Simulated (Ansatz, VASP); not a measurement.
**Two plane-wave programs on AlN**

```
Al N
1.0
     3.22380    0.00000    0.00000
    -1.61190    2.79189    0.00000
     0.00000    0.00000    4.81630
Al N
2 2
Direct
  0.33333 0.66667 0.00173
  0.66667 0.33333 0.50173
  0.33333 0.66667 0.38327
  0.66667 0.33333 0.88327
```

Alike in both runs: task relaxation of the atoms; functional PBE; k mesh 9 × 9 × 6; occupations gaussian, width 0.05 eV; no spin polarisation.

|  | VASP | Ansatz |
| --- | --- | --- |
| version | VASP 6.6.1 | Ansatz 0.2.0 |
| potentials or method | VASP PAW PBE potentials, release 64 (Al, N), cutoff 520 eV | scalar-relativistic, plane waves, PAW |
| valence electrons in the cell | 16 | 16 |

|  | VASP | Ansatz | Ansatz less VASP |
| --- | --- | --- | --- |
| gap on the k mesh at the Fermi level, each at its own relaxed structure (eV) | 3.49 | 3.49 | -0.006 |

Ansatz's warnings: stress scf threshold loose.
